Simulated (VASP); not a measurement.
# Ga (Pm-3m) in VASP: further runs

Ga is run at these levels: HF, PBEsol-based screened hybrid with 25 % exact exchange; tasks: single point, relaxation of cell and atoms.

All numbers are computed with VASP 6.6.1; they aren't measurements. Logs are shortened: lines on timing, memory, paths and dates and some standing lists are left out, and cuts for length are marked.

**1. The cell of the first run**

The structure is cubic, space group Pm-3m (No. 221). Conventional cell: a = 2.811 Å, b = 2.811 Å, c = 2.811 Å, α = 90.00°, β = 90.00°, γ = 90.00°. Ga (site symmetry m-3m) has 6 Ga at 2.81 Å within 3.7 Å.

This isn't the form of Ga at room conditions, which is orthorhombic.

**2. Single point, HF**

Contents of POSCAR:

```
Ga
1.0
    2.8113703893      0.0000000000      0.0000000000
    0.0000000000      2.8113703893      0.0000000000
    0.0000000000      0.0000000000      2.8113703893
Ga
1
Direct
    0.0000000000      0.0000000000      0.0000000000
```

Contents of INCAR.step1:

```
SYSTEM = Ga
ALGO = Normal
EDIFF = 1E-5
ENCUT = 520
GGA = PE
ISIF = 2
ISMEAR = -1
LASPH = .True.
LREAL = .False.
LWAVE = .True.
NBANDS = 12
NELM = 80
PREC = Accurate
SIGMA = 0.05
```

Contents of INCAR.step2:

```
SYSTEM = Ga
AEXX = 1.0
AGGAC = 0.0
ALDAC = 0.0
ALGO = Normal
EDIFF = 1E-6
ENCUT = 520
GGA = PE
ISIF = 2
ISMEAR = -1
ISTART = 1
LASPH = .True.
LCHARG = .True.
LELF = .True.
LHFCALC = .True.
LREAL = .False.
LVHAR = .True.
LWAVE = .False.
NBANDS = 12
NELM = 80
PREC = Accurate
PRECFOCK = Normal
SIGMA = 0.05
```

Contents of KPOINTS:

```
k-points
0
Gamma
  5 5 5
  0 0 0
```

Potentials or basis: VASP PAW PBE potentials, release 64 (Ga_d).

Run with:

```
cat potpaw_PBE.64/Ga_d/POTCAR > POTCAR
cp INCAR.step1 INCAR
mpirun -np 1 vasp_std > vasp.out
cp INCAR.step2 INCAR
mpirun -np 1 vasp_std > vasp.out
```

OUTCAR:

```text
SYSTEM = Ga
   AEXX = 1.0
   EDIFF = 1E-6
   ENCUT = 520
   GGA = PE
   ISIF = 2
   ISMEAR = -1
   ISTART = 1
   LASPH = .True.
   LHFCALC = .True.
   LREAL = .False.
   NELM = 80
   PREC = Accurate
   PRECFOCK = Normal

 ion  position               nearest neighbor table
   1  0.000  0.000  0.000-

  LATTYP: Found a simple cubic cell.
 ALAT       =     2.8113703893

  Lattice vectors:

 A1 = (   2.8113703893,   0.0000000000,   0.0000000000)
 A2 = (   0.0000000000,   2.8113703893,   0.0000000000)
 A3 = (   0.0000000000,   0.0000000000,   2.8113703893)

Analysis of symmetry for initial positions (statically):
=====================================================================
 Subroutine PRICEL returns:
 Original cell was already a primitive cell.

 Routine SETGRP: Setting up the symmetry group for a
 simple cubic supercell.

 Subroutine GETGRP returns: Found 48 space group operations
 (whereof 48 operations were pure point group operations)
 out of a pool of 48 trial point group operations.

The static configuration has the point symmetry O_h .

Analysis of symmetry for dynamics (positions and initial velocities):
=====================================================================
 Subroutine PRICEL returns:
 Original cell was already a primitive cell.

 Routine SETGRP: Setting up the symmetry group for a
 simple cubic supercell.

 Subroutine GETGRP returns: Found 48 space group operations
 (whereof 48 operations were pure point group operations)
 out of a pool of 48 trial point group operations.

The dynamic configuration has the point symmetry O_h .

 Subroutine INISYM returns: Found 48 space group operations
 (whereof 48 operations are pure point group operations),
 and found     1 'primitive' translations

----------------------------------------------------------------------------------------

                                     Primitive cell

  volume of cell :      22.2205

  direct lattice vectors                    reciprocal lattice vectors
     2.811370389  0.000000000  0.000000000     0.355698418  0.000000000  0.000000000
     0.000000000  2.811370389  0.000000000     0.000000000  0.355698418  0.000000000
     0.000000000  0.000000000  2.811370389     0.000000000  0.000000000  0.355698418

  length of vectors
     2.811370389  2.811370389  2.811370389     0.355698418  0.355698418  0.355698418

  position of ions in fractional coordinates (direct lattice)
     0.000000000  0.000000000  0.000000000

  ion indices of the primitive-cell ions
   primitive index   ion index
                 1           1

----------------------------------------------------------------------------------------

 KPOINTS: k-points

Automatic generation of k-mesh.
 Grid dimensions read from file:
 generate k-points for:    5    5    5

 Generating k-lattice:

  Cartesian coordinates                     Fractional coordinates (reciprocal lattice)
     0.071139684  0.000000000  0.000000000     0.200000000  0.000000000  0.000000000
     0.000000000  0.071139684  0.000000000     0.000000000  0.200000000  0.000000000
     0.000000000  0.000000000  0.071139684     0.000000000  0.000000000  0.200000000

  Length of vectors
     0.071139684  0.071139684  0.071139684

  Shift w.r.t. Gamma in fractional coordinates (k-lattice)
     0.000000000  0.000000000  0.000000000

 Subroutine IBZKPT returns following result:
 ===========================================

 Found     10 irreducible k-points:

 Following reciprocal coordinates:
            Coordinates               Weight
  0.000000  0.000000  0.000000      1.000000
  0.200000  0.000000  0.000000      6.000000
  0.400000  0.000000  0.000000      6.000000
  0.200000  0.200000  0.000000     12.000000
  0.400000  0.200000  0.000000     24.000000
  0.400000  0.400000  0.000000     12.000000
  0.200000  0.200000  0.200000      8.000000
  0.400000  0.200000  0.200000     24.000000
  0.400000  0.400000  0.200000     24.000000
  0.400000  0.400000  0.400000      8.000000
   k-points           NKPTS =     10   k-points in BZ     NKDIM =    125   number of bands    NBANDS=     12
   number of dos      NEDOS =    301   number of ions     NIONS =      1
   total plane-waves  NPLWV =  13824
   dimension x,y,z NGX =    24 NGY =   24 NGZ =   24
   dimension x,y,z NGXF=    48 NGYF=   48 NGZF=   48
   ions per type =               1
   NGX,Y,Z   is equivalent  to a cutoff of  14.19, 14.19, 14.19 a.u.
   NGXF,Y,Z  is equivalent  to a cutoff of  28.38, 28.38, 28.38 a.u.
 SYSTEM =  Ga
   PREC   = accura    normal or accurate (medium, high low for compatibility)
   ISTART =      1    job   : 0-new  1-cont  2-samecut
   ICHARG =      0    charge: 1-file 2-atom 10-const
   ISPIN  =      1    spin polarized calculation?
   LNONCOLLINEAR =      F non collinear calculations
   LSORBIT =      F    spin-orbit coupling
   LASPH  =      T    aspherical Exc in radial PAW
   ENCUT  =  520.0 eV  38.22 Ry    6.18 a.u.   5.23  5.23  5.23*2*pi/ulx,y,z
   NELM   =     80;   NELMIN=  2; NELMDL=  0     # of ELM steps
   EDIFF  = 0.1E-05   stopping-criterion for ELM
   LREAL  =      F    real-space projection
   EDIFFG = 0.1E-04   stopping-criterion for IOM
   NSW    =      0    number of steps for IOM
   IBRION =     -1    ionic relax: 0-MD 1-quasi-New 2-CG
   NFREE  =      0    steps in history (QN), initial steepest desc. (CG)
   ISIF   =      2    stress and relaxation
   ISYM   =      3    0-nonsym 1-usesym 2-fastsym
   POTIM  = 0.5000    time-step for ionic-motion
   TEBEG  =    0.0;   TEEND  =   0.0 temperature during run
   PSTRESS=    0.0 pullay stress
   NELECT =      13.0000    total number of electrons
   NUPDOWN=      -1.0000    fix difference up-down
   EMIN   =  10.00;   EMAX   =-10.00  energy-range for DOS
   EFERMI =   0.00;   METHOD = LEGACY
   ISMEAR =    -1;   SIGMA  =   0.05  broadening in eV -4-tet -1-fermi 0-gaus
   EFERMI_NEDOS =   21; number of points for ismear=-14 and -15
   IALGO  =     38    algorithm
   IMIX   =      1    mixing-type and parameters
     AMIX     =   0.40;   BMIX     =  1.00
     AMIX_MAG =   1.60;   BMIX_MAG =  1.00
  volume/ion in A,a.u.               =      22.22       149.95
  Fermi-wavevector in a.u.,A,eV,Ry     =   1.369214  2.587439 25.507468  1.874746
  Thomas-Fermi vector in A             =   2.495109
   LORBIT       =      0    0 simple, 1 ext, 2 COOP (PROOUT), +10 PAW based schemes
   GGA     = PE    functional components
   LHFCALC =     T    Hartree Fock is set to
   PRECFOCK=normal    Normal, Fast or Accurate (Low or Medium for compatibility)
   ENCUT4O =  -1.0   cutoff for four orbital integrals eV
   NKREDX  =     1    reduce k-point grid by
   NKREDY  =     1    reduce k-point grid by
   NKREDZ  =     1    reduce k-point grid by
   AEXX    =    1.0000 exact exchange contribution
   HFSCREEN=    0.0000 screening length (either q_TF or 0.3 A-1)
   HFSCREENC=   0.0000 screening length for correlation (either q_TF or 0.3 A-1)
   ENCUTFOCK=  -1.0 apply spherical cutoff to Coloumb kernel
   IVDW    =     0    specifies the selected vdW correction
   LEPSILON=     F    determine dielectric tensor
   LRPA    =     F    only Hartree local field effects (RPA)
 non-spin polarized calculation
  energy-cutoff  :      520.00
  volume of cell :       22.22
 maximum number of plane-waves:       619
 NGX is ok and might be reduce to    24
  NGX = 16; NGY = 16; NGZ = 16

 number of electron      12.9999991 magnetization

 Free energy of the ion-electron system (eV)
  ---------------------------------------------------
  ext. energy  EPLUGINS =         0.00000000
  ---------------------------------------------------
  free energy    TOTEN  =        -4.47076743 eV

  energy without entropy =       -4.46497252  energy(sigma->0) =       -4.46786997

 E-fermi :   4.6319     XC(G=0):   0.0000

 val. band max:        4.5875222552   @ k =   0.4000   0.4000   0.0000
 cond. band min:       7.5234665983   @ k =   0.4000   0.4000   0.2000
 fundamental gap:      2.9359443431
 Fermi energy:         4.6318874149

 k-point     1 :       0.0000    0.0000    0.0000
  band No.  band energies     occupation
      1     -23.1850      2.00000
      2     -23.1850      2.00000
      3     -22.8071      2.00000
      4     -22.8071      2.00000
      5     -22.8071      2.00000
      6     -11.7004      2.00000
      7      18.4012      0.00000
      8      18.4012      0.00000
      9      18.4012      0.00000
     10      20.8708      0.00000
     11      20.8708      0.00000
     12      23.5702      0.00000

 k-point     2 :       0.2000    0.0000    0.0000
  band No.  band energies     occupation
      1     -23.1758      2.00000
      2     -23.0907      2.00000
      3     -22.8430      2.00000
      4     -22.8430      2.00000
      5     -22.8042      2.00000
      6     -10.5725      2.00000
      7      10.8469      0.00000
      8      19.3129      0.00000
      9      19.3129      0.00000
     10      21.6602      0.00000
     11      23.3441      0.00000
     12      29.4978      0.00000

 k-point     3 :       0.4000    0.0000    0.0000
  band No.  band energies     occupation
      1     -23.1608      2.00000
      2     -22.9399      2.00000
      3     -22.9020      2.00000
      4     -22.9020      2.00000
      5     -22.7994      2.00000
      6      -7.2363      2.00000
      7      -0.1097      2.00000
      8      21.6126      0.00000
      9      21.6126      0.00000
     10      23.9199      0.00000
     11      25.2696      0.00000
     12      28.2025      0.00000

 k-point     4 :       0.2000    0.2000    0.0000
  band No.  band energies     occupation
      1     -23.1269      2.00000
      2     -23.0316      2.00000
      3     -22.8862      2.00000
      4     -22.8412      2.00000
      5     -22.8373      2.00000
      6      -9.4252      2.00000
      7      11.2450      0.00000
      8      12.6072      0.00000
      9      20.2190      0.00000
     10      23.1942      0.00000
     11      26.3040      0.00000
     12      29.9566      0.00000

 k-point     5 :       0.4000    0.2000    0.0000
  band No.  band energies     occupation
      1     -23.0997      2.00000
      2     -22.9564      2.00000
      3     -22.8966      2.00000
      4     -22.8849      2.00000
      5     -22.8330      2.00000
      6      -6.0295      2.00000
      7       1.1849      2.00000
      8      14.8607      0.00000
      9      20.5855      0.00000
     10      22.5150      0.00000
     11      25.7410      0.00000
     12      28.9632      0.00000

 k-point     6 :       0.4000    0.4000    0.0000
  band No.  band energies     occupation
      1     -23.0464      2.00000
      2     -23.0412      2.00000
      3     -22.8881      2.00000
      4     -22.8863      2.00000
      5     -22.7534      2.00000
      6      -2.3304      2.00000
      7       4.5875      1.41667
      8       8.1251      0.00000
      9      14.7160      0.00000
     10      24.8000      0.00000
     11      27.9538      0.00000
     12      30.6565      0.00000

 k-point     7 :       0.2000    0.2000    0.2000
  band No.  band energies     occupation
      1     -23.0239      2.00000
      2     -23.0239      2.00000
      3     -22.8878      2.00000
      4     -22.8776      2.00000
      5     -22.8776      2.00000
      6      -8.2642      2.00000
      7      12.3134      0.00000
      8      12.3134      0.00000
      9      14.3678      0.00000
     10      26.8187      0.00000
     11      27.1135      0.00000
     12      27.1135      0.00000

 k-point     8 :       0.4000    0.2000    0.2000
  band No.  band energies     occupation
      1     -23.0104      2.00000
      2     -22.9544      2.00000
      3     -22.9441      2.00000
      4     -22.8772      2.00000
      5     -22.8531      2.00000
      6      -4.8159      2.00000
      7       2.5200      2.00000
      8      15.0406      0.00000
      9      16.7259      0.00000
     10      21.4395      0.00000
     11      21.7084      0.00000
     12      29.3153      0.00000

 k-point     9 :       0.4000    0.4000    0.2000
  band No.  band energies     occupation
      1     -23.0340      2.00000
      2     -22.9401      2.00000
      3     -22.9371      2.00000
      4     -22.9276      2.00000
      5     -22.7480      2.00000
      6      -1.1025      2.00000
      7       7.5235      0.00000
      8       9.1418      0.00000
      9      15.5677      0.00000
     10      18.8415      0.00000
     11      23.8670      0.00000
     12      23.9313      0.00000

 k-point    10 :       0.4000    0.4000    0.4000
  band No.  band energies     occupation
      1     -23.0212      2.00000
      2     -23.0158      2.00000
      3     -23.0158      2.00000
      4     -22.7405      2.00000
      5     -22.7405      2.00000
      6       2.4163      2.00000
      7      10.4565      0.00000
      8      10.4565      0.00000
      9      13.5308      0.00000
     10      17.9424      0.00000
     11      18.3530      0.00000
     12      18.3530      0.00000

------------------------ aborting loop because EDIFF is reached ----------------------------------------

  FORCE on cell =-STRESS in cart. coord.  units (eV):
  Direction    XX          YY          ZZ          XY          YZ          ZX
  --------------------------------------------------------------------------------------
  -------------------------------------------------------------------------------------
  Total       -0.0553061     -0.0553061     -0.0553061      0.0000000     -0.0000000      0.0000000
  in kB       -3.9877605     -3.9877605     -3.9877605      0.0000000     -0.0000000      0.0000000
  external PRESSURE =      -3.9877605 kB  Pullay stress =       0.0000000 kB

 VOLUME and BASIS-vectors are now :
 -----------------------------------------------------------------------------
  energy-cutoff  :      520.00
  volume of cell :       22.22
      direct lattice vectors                 reciprocal lattice vectors
     2.811370389  0.000000000  0.000000000     0.355698418  0.000000000  0.000000000
     0.000000000  2.811370389  0.000000000     0.000000000  0.355698418  0.000000000
     0.000000000  0.000000000  2.811370389     0.000000000  0.000000000  0.355698418

 POSITION                                       TOTAL-FORCE (eV/Angst)
 -----------------------------------------------------------------------------------
      0.00000      0.00000      0.00000         0.000000      0.000000      0.000000
 -----------------------------------------------------------------------------------
    total drift:                               -0.000000      0.000000      0.000000

  FREE ENERGIE OF THE ION-ELECTRON SYSTEM (eV)
  ---------------------------------------------------
  free  energy   TOTEN  =        -4.4707674334 eV

  energy  without entropy=       -4.4649725158  energy(sigma->0) =       -4.46786997
```

It took 1.7 min on 1 thread of Intel Xeon Platinum 8488C (Sapphire Rapids), shared host; peak memory 0.14 GiB.

Results:

```
Free energy            : -4.4708 eV
Pressure               : -0.4 GPa
Band gap on the k mesh : zero (an odd number of electrons rules out a gap without spin polarisation)
```

Caveat: the k points lie up to 0.45 Å⁻¹ apart, too coarse for converged energies and pressures of a metal; the PAW data sets were made with another functional, which shifts forces and pressure a little.

(Continued in part 2 of 2.)

The gap in the log of VASP goes by the Fermi energy; the results here count the filled bands.